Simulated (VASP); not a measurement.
# CuO2 (Cmcm) in VASP: further runs

Runs on CuO2. Level: PBEsol. Tasks: single point, relaxation of cell and atoms.

Everything below comes from runs of VASP 6.6.1. Logs are shortened: lines on timing, memory, paths and dates and some standing lists are left out, and cuts for length are marked.

**1. The cell of the first run**

It takes space group Cmcm (No. 63, orthorhombic). The conventional cell has a = 2.797 Å, b = 10.317 Å, c = 4.343 Å, α = 90.00°, β = 90.00°, γ = 90.00°. Cu (site symmetry m2m) has 6 O at 1.84 to 2.22 Å within 2.4 Å. O (site symmetry m2m) has 4 Cu at 1.88 to 2.22 Å and 1 O at 2.45 Å within 2.5 Å. Within 2.5 Å of O (site symmetry m2m) lie 2 Cu at 1.84 Å and 3 O at 2.42 to 2.45 Å.

**2. Single point, PBEsol**

INCAR reads:

```
SYSTEM = CuO2
PREC = Accurate
ENCUT = 700
EDIFF = 1E-6
ISMEAR = -1
SIGMA = 0.05
LREAL = .False.
LASPH = .True.
NELM = 120
ALGO = Normal
ISIF = 2
LWAVE = .False.
LCHARG = .True.
GGA = PS
LELF = .True.
LVHAR = .True.
NBANDS = 40
GGA_COMPAT = .False.
```

KPOINTS reads:

```
regular mesh
0
Gamma
  8 8 5
  0 0 0
```

POSCAR reads:

```
CuO2
1.0
    1.3984888500     -5.1586395300      0.0000000000
    1.3984888500      5.1586395300      0.0000000000
    0.0000000000      0.0000000000      4.3434240000
Cu O
2 4
Direct
    0.1672530000      0.8327470000      0.7500000000
    0.8327470000      0.1672530000      0.2500000000
    0.7889700000      0.2110300000      0.7500000000
    0.2110300000      0.7889700000      0.2500000000
    0.5514860000      0.4485140000      0.7500000000
    0.4485140000      0.5514860000      0.2500000000
```

Potentials or basis: VASP PAW PBE potentials, release 64 (Cu_sv_GW, O).

On the command line:

```sh
$ cat potpaw_PBE.64/Cu_sv_GW/POTCAR potpaw_PBE.64/O/POTCAR > POTCAR
$ mpirun -np 1 vasp_std > vasp.out
```

OUTCAR:

```text
SYSTEM = CuO2
   PREC = Accurate
   ENCUT = 700
   EDIFF = 1E-6
   ISMEAR = -1
   LREAL = .False.
   LASPH = .True.
   NELM = 120
   ISIF = 2
   GGA = PS

 ion  position               nearest neighbor table
   1  0.167  0.833  0.750-   5 1.84   5 1.84   3 1.88   3 1.88   4 2.22   4 2.22
   2  0.833  0.167  0.250-   6 1.84   6 1.84   4 1.88   4 1.88   3 2.22   3 2.22
   3  0.789  0.211  0.750-   1 1.88   1 1.88   2 2.22   2 2.22
   4  0.211  0.789  0.250-   2 1.88   2 1.88   1 2.22   1 2.22
   5  0.551  0.449  0.750-   1 1.84   1 1.84
   6  0.449  0.551  0.250-   2 1.84   2 1.84

  LATTYP: Found a base centered orthorhombic cell.
 ALAT       =     2.7969777000
 B/A-ratio  =     3.6887241039
 C/A-ratio  =     1.5528990453

  Lattice vectors:

 A1 = (   1.3984888500,  -5.1586395300,   0.0000000000)
 A2 = (   1.3984888500,   5.1586395300,   0.0000000000)
 A3 = (   0.0000000000,   0.0000000000,   4.3434240000)

Analysis of symmetry for initial positions (statically):
=====================================================================
 Subroutine PRICEL returns:
 Original cell was already a primitive cell.

 Routine SETGRP: Setting up the symmetry group for a
 base centered orthorhombic supercell.

 Subroutine GETGRP returns: Found  8 space group operations
 (whereof  4 operations were pure point group operations)
 out of a pool of  8 trial point group operations.

The static configuration has the point symmetry C_2h.
 The point group associated with its full space group is D_2h.

Analysis of symmetry for dynamics (positions and initial velocities):
=====================================================================
 Subroutine PRICEL returns:
 Original cell was already a primitive cell.

 Routine SETGRP: Setting up the symmetry group for a
 base centered orthorhombic supercell.

 Subroutine GETGRP returns: Found  8 space group operations
 (whereof  4 operations were pure point group operations)
 out of a pool of  8 trial point group operations.

The dynamic configuration has the point symmetry C_2h.
 The point group associated with its full space group is D_2h.

 Subroutine INISYM returns: Found  8 space group operations
 (whereof  4 operations are pure point group operations),
 and found     1 'primitive' translations

----------------------------------------------------------------------------------------

                                     Primitive cell

  volume of cell :      62.6695

  direct lattice vectors                    reciprocal lattice vectors
     1.398488850 -5.158639530  0.000000000     0.357528771 -0.096924780  0.000000000
     1.398488850  5.158639530  0.000000000     0.357528771  0.096924780  0.000000000
     0.000000000  0.000000000  4.343424000     0.000000000  0.000000000  0.230233106

  length of vectors
     5.344841706  5.344841706  4.343424000     0.370433847  0.370433847  0.230233106

  position of ions in fractional coordinates (direct lattice)
     0.167253000  0.832747000  0.750000000
     0.832747000  0.167253000  0.250000000
     0.788970000  0.211030000  0.750000000
     0.211030000  0.788970000  0.250000000
     0.551486000  0.448514000  0.750000000
     0.448514000  0.551486000  0.250000000

  ion indices of the primitive-cell ions
   primitive index   ion index
                 1           1
                 2           2
                 3           3
                 4           4
                 5           5
                 6           6

----------------------------------------------------------------------------------------

 KPOINTS: regular mesh

Automatic generation of k-mesh.
 Grid dimensions read from file:
 generate k-points for:    8    8    5

 Generating k-lattice:

  Cartesian coordinates                     Fractional coordinates (reciprocal lattice)
     0.044691096 -0.012115597  0.000000000     0.125000000  0.000000000  0.000000000
     0.044691096  0.012115597  0.000000000     0.000000000  0.125000000  0.000000000
     0.000000000  0.000000000  0.046046621     0.000000000  0.000000000  0.200000000

  Length of vectors
     0.046304231  0.046304231  0.046046621

  Shift w.r.t. Gamma in fractional coordinates (k-lattice)
     0.000000000  0.000000000  0.000000000

 Subroutine IBZKPT returns following result:
 ===========================================

 Found     63 irreducible k-points:

 Following reciprocal coordinates:
            Coordinates               Weight
  0.000000  0.000000  0.000000      1.000000
  0.125000  0.000000  0.000000      4.000000
  0.250000  0.000000  0.000000      4.000000
  0.375000 -0.000000  0.000000      4.000000
  0.500000  0.000000  0.000000      2.000000
  0.125000  0.125000  0.000000      2.000000
[... 16 lines left out ...]
  0.125000  0.000000  0.200000      8.000000
  0.250000  0.000000  0.200000      8.000000
 [... further k-points ...]
   k-points           NKPTS =     63   k-points in BZ     NKDIM =     63   number of bands    NBANDS=     40
   number of dos      NEDOS =    301   number of ions     NIONS =      6
   total plane-waves  NPLWV =  92160
   dimension x,y,z NGX =    48 NGY =   48 NGZ =   40
   dimension x,y,z NGXF=    96 NGYF=   96 NGZF=   80
   ions per type =               2   4
   NGX,Y,Z   is equivalent  to a cutoff of  14.93, 14.93, 15.31 a.u.
   NGXF,Y,Z  is equivalent  to a cutoff of  29.86, 29.86, 30.62 a.u.
 SYSTEM =  CuO2
   PREC   = accura    normal or accurate (medium, high low for compatibility)
   ISTART =      0    job   : 0-new  1-cont  2-samecut
   ICHARG =      2    charge: 1-file 2-atom 10-const
   ISPIN  =      1    spin polarized calculation?
   LNONCOLLINEAR =      F non collinear calculations
   LSORBIT =      F    spin-orbit coupling
   LASPH  =      T    aspherical Exc in radial PAW
   ENCUT  =  700.0 eV  51.45 Ry    7.17 a.u.  11.53 11.53  9.37*2*pi/ulx,y,z
   NELM   =    120;   NELMIN=  2; NELMDL= -5     # of ELM steps
   EDIFF  = 0.1E-05   stopping-criterion for ELM
   LREAL  =      F    real-space projection
   EDIFFG = 0.1E-04   stopping-criterion for IOM
   NSW    =      0    number of steps for IOM
   IBRION =     -1    ionic relax: 0-MD 1-quasi-New 2-CG
   NFREE  =      0    steps in history (QN), initial steepest desc. (CG)
   ISIF   =      2    stress and relaxation
   ISYM   =      2    0-nonsym 1-usesym 2-fastsym
   POTIM  = 0.5000    time-step for ionic-motion
   TEBEG  =    0.0;   TEEND  =   0.0 temperature during run
   PSTRESS=    0.0 pullay stress
   NELECT =      62.0000    total number of electrons
   NUPDOWN=      -1.0000    fix difference up-down
   EMIN   =  10.00;   EMAX   =-10.00  energy-range for DOS
   EFERMI =   0.00;   METHOD = LEGACY
   ISMEAR =    -1;   SIGMA  =   0.05  broadening in eV -4-tet -1-fermi 0-gaus
   EFERMI_NEDOS =   21; number of points for ismear=-14 and -15
   IALGO  =     38    algorithm
   IMIX   =      4    mixing-type and parameters
     AMIX     =   0.40;   BMIX     =  1.00
     AMIX_MAG =   1.60;   BMIX_MAG =  1.00
  volume/ion in A,a.u.               =      10.44        70.49
  Fermi-wavevector in a.u.,A,eV,Ry     =   1.631248  3.082611 36.204684  2.660969
  Thomas-Fermi vector in A             =   2.723415
   LORBIT       =      0    0 simple, 1 ext, 2 COOP (PROOUT), +10 PAW based schemes
   GGA     = PS    functional components
   LHFCALC =     F    Hartree Fock is set to
   AEXX    =    0.0000 exact exchange contribution
   IVDW    =     0    specifies the selected vdW correction
   LEPSILON=     F    determine dielectric tensor
   LRPA    =     F    only Hartree local field effects (RPA)
 non-spin polarized calculation
  energy-cutoff  :      700.00
  volume of cell :       62.67
 maximum number of plane-waves:      2656
 NGX is ok and might be reduce to    48
   NGX = 23   NGY = 23   NGZ = 19

 number of electron      62.0000023 magnetization

 Free energy of the ion-electron system (eV)
  ---------------------------------------------------
  ext. energy  EPLUGINS =         0.00000000
  ---------------------------------------------------
  free energy    TOTEN  =       -30.09260980 eV

  energy without entropy =      -30.04762775  energy(sigma->0) =      -30.07011878

 E-fermi :   2.6628     XC(G=0): -11.5775

 val. band max:        2.6602185838   @ k =   0.5000   0.5000   0.4000
 cond. band min:       2.6636938837   @ k =  -0.3750   0.3750   0.2000
 fundamental gap:      0.0034753000
 Fermi energy:         2.6628034816

 k-point     1 :       0.0000    0.0000    0.0000
  band No.  band energies     occupation
      1    -110.6903      2.00000
      2    -110.6898      2.00000
      3     -68.4537      2.00000
      4     -68.4521      2.00000
      5     -68.3572      2.00000
      6     -68.3551      2.00000
[... 32 lines left out ...]
     39      14.4945      0.00000
     40      15.5791      0.00000

 k-point     2 :       0.1250    0.0000    0.0000
  band No.  band energies     occupation
      1    -110.6903      2.00000
      2    -110.6897      2.00000
      3     -68.4570      2.00000
      4     -68.4559      2.00000
      5     -68.3569      2.00000
      6     -68.3549      2.00000
[... 32 lines left out ...]
     39      14.9500      0.00000
     40      15.4452      0.00000

 k-point     3 :       0.2500    0.0000    0.0000
  band No.  band energies     occupation
      1    -110.6899      2.00000
      2    -110.6893      2.00000
      3     -68.4650      2.00000
      4     -68.4642      2.00000
      5     -68.3557      2.00000
      6     -68.3540      2.00000
[... 32 lines left out ...]
     39      15.2298      0.00000
     40      16.0166      0.00000

 k-point     4 :       0.3750   -0.0000    0.0000
  band No.  band energies     occupation
      1    -110.6894      2.00000
      2    -110.6892      2.00000
      3     -68.4729      2.00000
      4     -68.4725      2.00000
      5     -68.3546      2.00000
      6     -68.3534      2.00000
[... 32 lines left out ...]
     39      15.9110      0.00000
     40      16.2701      0.00000
[... 772 lines left out ...]
     39      15.1014      0.00000
     40      15.6852      0.00000

 k-point    23 :       0.1250    0.0000    0.2000
  band No.  band energies     occupation
      1    -110.6903      2.00000
      2    -110.6897      2.00000
      3     -68.4569      2.00000
      4     -68.4560      2.00000
      5     -68.3567      2.00000
      6     -68.3551      2.00000
[... 32 lines left out ...]
     39      15.2993      0.00000
     40      15.7166      0.00000

 k-point    24 :       0.2500    0.0000    0.2000
  band No.  band energies     occupation
      1    -110.6899      2.00000
      2    -110.6894      2.00000
      3     -68.4649      2.00000
      4     -68.4642      2.00000
      5     -68.3556      2.00000
      6     -68.3542      2.00000
[... 32 lines left out ...]
     39      15.4225      0.00000
     40      16.2283      0.00000

 [... further k-points ...]
[... 5 lines left out ...]
  --------------------------------------------------------------------------------------
  -------------------------------------------------------------------------------------
  Total       -3.0213139     -2.6936787     -2.6344571      0.0000000     -0.0000000      0.0000000
  in kB      -77.2413796    -68.8652245    -67.3511944      0.0000000     -0.0000000      0.0000000
  external PRESSURE =     -71.1525995 kB  Pullay stress =       0.0000000 kB

 VOLUME and BASIS-vectors are now :
 -----------------------------------------------------------------------------
  energy-cutoff  :      700.00
  volume of cell :       62.67
      direct lattice vectors                 reciprocal lattice vectors
     1.398488850 -5.158639530  0.000000000     0.357528771 -0.096924780  0.000000000
     1.398488850  5.158639530  0.000000000     0.357528771  0.096924780  0.000000000
     0.000000000  0.000000000  4.343424000     0.000000000  0.000000000  0.230233106

 POSITION                                       TOTAL-FORCE (eV/Angst)
 -----------------------------------------------------------------------------------
      1.39849      3.43304      3.25757         0.000000     -0.007375     -0.000000
      1.39849     -3.43304      1.08586         0.000000      0.007375     -0.000000
      1.39849     -2.98138      3.25757         0.000000      0.305692      0.000000
      1.39849      2.98138      1.08586         0.000000     -0.305692      0.000000
      1.39849     -0.53120      3.25757         0.000000     -0.063763      0.000000
      1.39849      0.53120      1.08586         0.000000      0.063763      0.000000
 -----------------------------------------------------------------------------------
    total drift:                                0.000000      0.000000     -0.000000

  FREE ENERGIE OF THE ION-ELECTRON SYSTEM (eV)
  ---------------------------------------------------
  free  energy   TOTEN  =       -30.0926097978 eV

  energy  without entropy=      -30.0476277545  energy(sigma->0) =      -30.07011878
```

Run time: 8.8 min. Hardware: 1 thread of Intel Xeon Platinum 8375C at 2.90GHz (Ice Lake), shared host; peak memory 0.43 GiB.

Results:

```
Free energy            : -30.0926 eV
Pressure               : -7.1 GPa
Largest force          : 0.306 eV/Å
Band gap on the k mesh : zero (bands 31 and 32 overlap by 0.27 eV)
```

Forces in eV/Å, atoms in the order of the input:
```
Cu   0.000 -0.007  0.000
Cu   0.000  0.007  0.000
O    0.000  0.306  0.000
O    0.000 -0.306  0.000
O    0.000 -0.064  0.000
O    0.000  0.064  0.000
```

Levels at points of the mesh, in eV from the Fermi level:
| k point | band 28 | band 29 | band 30 | band 31 | band 32 | band 33 | band 34 | band 35 |
| --- | --- | --- | --- | --- | --- | --- | --- | --- |
| (0.00, 0.00, 0.00) | -1.31 | -1.09 | -1.03 | -0.60 | -0.13 | 1.09 | 1.37 | 6.05 |
| (0.50, 0.00, 0.00) | -1.92 | -1.90 | -1.72 | -1.32 | 0.35 | 0.72 | 0.80 | 10.27 |
| (0.50, 0.50, 0.00) | -1.58 | -1.24 | -1.22 | -0.95 | 0.38 | 1.25 | 1.38 | 7.62 |

Caveat: the cell stands under tension; the PAW data sets were made with another functional, which shifts forces and pressure a little; semilocal functionals often make such compounds metallic where correlation or magnetic order opens a gap, which also shifts bond lengths.

**3. Single point, PBEsol**

This run uses another cell than the first one, of 10.66 Å³/atom.

INCAR reads:

```
ALGO = Normal ; EDIFF = 1E-6
ENCUT = 700 ; GGA = PS
GGA_COMPAT = F ; ISIF = 2
ISMEAR = -1 ; LASPH = T
LCHARG = F ; LREAL = F
LWAVE = F ; NBANDS = 40
NELM = 120 ; PREC = Accurate
SIGMA = 0.05
```

KPOINTS reads:

```
k-points
0
Gamma
  8 8 5
```

Edit POSCAR of step 2 so:

```diff
@@ -2,4 +2,4 @@
 1.0
-    1.3984888500     -5.1586395300      0.0000000000
-    1.3984888500      5.1586395300      0.0000000000
+    1.4126150000     -5.2107470000      0.0000000000
+    1.4126150000      5.2107470000      0.0000000000
     0.0000000000      0.0000000000      4.3434240000
```

Potentials or basis: VASP PAW PBE potentials, release 64 (Cu_sv_GW, O).

On the command line:

```sh
$ cat potpaw_PBE.64/Cu_sv_GW/POTCAR potpaw_PBE.64/O/POTCAR > POTCAR
$ mpirun -np 1 vasp_std > vasp.out
```

It took 8.1 min on 1 thread of Intel Xeon Platinum 8175M at 2.50GHz (Skylake/Cascade Lake), shared host; peak memory 0.43 GiB.

The run converged. Its results:

```
Free energy            : -30.0355 eV
Pressure               : -10.3 GPa
Largest force          : 0.524 eV/Å
Band gap on the k mesh : zero (bands 31 and 32 overlap by 0.26 eV)
```

Forces on the atoms (eV/Å):
```
Cu   0.000  0.000  0.000
Cu   0.000  0.000  0.000
O    0.000  0.524  0.000
O    0.000 -0.524  0.000
O    0.000 -0.328  0.000
O    0.000  0.328  0.000
```

Stress tensor (GPa, compression positive):
```
-12.19   0.00   0.00
  0.00 -10.37   0.00
  0.00   0.00  -8.25
```

Levels at points of the mesh, in eV from the Fermi level:
| k point | band 27 | band 28 | band 29 | band 30 | band 31 | band 32 | band 33 | band 34 | band 35 | band 36 |
| --- | --- | --- | --- | --- | --- | --- | --- | --- | --- | --- |
| (0.00, 0.00, 0.00) | -1.41 | -1.33 | -1.07 | -1.04 | -0.60 | -0.09 | 1.01 | 1.29 | 5.86 | 10.15 |
| (0.50, 0.00, 0.00) | -2.28 | -1.89 | -1.87 | -1.69 | -1.32 | 0.35 | 0.64 | 0.73 | 10.03 | 10.42 |
| (0.50, 0.50, 0.00) | -1.95 | -1.54 | -1.22 | -1.20 | -0.95 | 0.38 | 1.16 | 1.29 | 7.41 | 8.29 |

Caveat: the cell stands under tension; the PAW data sets were made with another functional, which shifts forces and pressure a little; semilocal functionals often make such compounds metallic where correlation or magnetic order opens a gap, which also shifts bond lengths.

**4. Single point, PBEsol**

This run uses another cell than the first one, of 10.66 Å³/atom.

INCAR reads:

```
SYSTEM = CuO2
PREC = Accurate ; ENCUT = 700
EDIFF = 1E-6 ; ISMEAR = -1
SIGMA = 0.05 ; LREAL = .FALSE.
LASPH = .TRUE. ; NELM = 120
ALGO = Normal ; ISIF = 2
LWAVE = .FALSE. ; LCHARG = .FALSE.
GGA = PS ; NBANDS = 40
GGA_COMPAT = .FALSE.
```

KPOINTS reads:

```
regular mesh
0
G
  8 8 6
  0 0 0
```

POSCAR is that of step 3.

On the command line:

```sh
$ cat potpaw_PBE.64/Cu_sv_GW/POTCAR potpaw_PBE.64/O/POTCAR > POTCAR
$ mpirun -np 1 vasp_std > vasp.out
```

It took 12 min on 1 thread of Intel Xeon 6975P-C (Granite Rapids), shared host; peak memory 0.48 GiB.

The run converged. Its results:

| Item | Value |
| --- | --- |
| Free energy | -30.0495 eV |
| Pressure | -10.7 GPa |
| Largest force | 0.484 eV/Å |
| Band gap on the k mesh | zero (bands 31 and 32 overlap by 0.53 eV) |

Forces on the atoms (eV/Å):
```
Cu   0.000 -0.008  0.000
Cu   0.000  0.008  0.000
O    0.000  0.484  0.000
O    0.000 -0.484  0.000
O    0.000 -0.330  0.000
O    0.000  0.330  0.000
```

Stress tensor (GPa, compression positive):
```
-12.51   0.00   0.00
  0.00 -10.52   0.00
  0.00   0.00  -8.97
```

Levels at points of the mesh, in eV from the Fermi level:
| k point | band 28 | band 29 | band 30 | band 31 | band 32 | band 33 | band 34 | band 35 |
| --- | --- | --- | --- | --- | --- | --- | --- | --- |
| (0.00, 0.00, 0.00) | -1.36 | -1.11 | -1.06 | -0.62 | -0.10 | 0.98 | 1.27 | 5.84 |
| (0.50, 0.00, 0.00) | -1.92 | -1.89 | -1.71 | -1.35 | 0.34 | 0.62 | 0.71 | 10.01 |
| (0.50, 0.50, 0.00) | -1.57 | -1.24 | -1.24 | -0.98 | 0.37 | 1.14 | 1.27 | 7.38 |
| (0.00, 0.00, 0.50) | -1.67 | -1.02 | -1.02 | 0.29 | 0.29 | 1.13 | 1.13 | 8.42 |
| (0.50, 0.00, 0.50) | -2.81 | -0.79 | -0.79 | 0.26 | 0.26 | 0.77 | 0.77 | 9.81 |
| (0.50, 0.50, 0.50) | -1.94 | -0.56 | -0.56 | 0.07 | 0.07 | 1.23 | 1.23 | 9.22 |

Caveat: the cell stands under tension; the PAW data sets were made with another functional, which shifts forces and pressure a little; semilocal functionals often make such compounds metallic where correlation or magnetic order opens a gap, which also shifts bond lengths.

[end of part 1 of 2]
